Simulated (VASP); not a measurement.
Input of a VASP 6.6.1 run:

The input INCAR:

```
  ALGO = Normal
  DIPOL = 0.5 0.5 0.326
  EDIFF = 1E-6
  ENCUT = 520
  GGA = PE
  IDIPOL = 3
  ISIF = 2
  ISMEAR = 0
  LASPH = T
  LCHARG = F
  LDIPOL = T
  LREAL = F
  LWAVE = F
  NBANDS = 34
  NELM = 100
  PREC = Accurate
  SIGMA = 0.1
```

Contents of KPOINTS:

```
k-points
0
Gamma
  5 5 1
```

File POSCAR:

```
Al12Cl
1.0
    5.7135165837      0.0000000000      0.0000000000
    0.0000000000      5.7135165837      0.0000000000
    0.0000000000      0.0000000000     19.6746954317
Al Cl
12 1
Direct
    0.2500000000      0.2500000000      0.2033068321
    0.2500000000      0.7500000000      0.2033068321
    0.7500000000      0.2500000000      0.2033068321
    0.7500000000      0.7500000000      0.2033068321
    0.0000000000      0.0000000000      0.3092728609
    0.0000000000      0.5000000000      0.3092728609
    0.5000000000      0.0000000000      0.3092728609
    0.5000000000      0.5000000000      0.3092728609
    0.2500000000      0.2500000000      0.4154928578
    0.2500000000      0.7500000000      0.4154928578
    0.7500000000      0.2500000000      0.4154928578
    0.7500000000      0.7500000000      0.4154928578
    0.3333333333      0.3333333333      0.5227288666
```

Potentials or basis: VASP PAW PBE potentials, release 64 (Al, Cl).

Command:

```bash
$ cat potpaw_PBE.64/Al/POTCAR potpaw_PBE.64/Cl/POTCAR > POTCAR
$ mpirun -np 1 vasp_std > vasp.out
```

(1) Predict the band gap on the k mesh.

(2) Predict the largest force.

Answers

(1) zero (an odd number of electrons rules out a gap without spin polarisation).

(2) 0.286 eV/Å.

Caveat: an odd number of electrons without spin polarisation forces a metal; a magnetic or distorted state may lie lower.
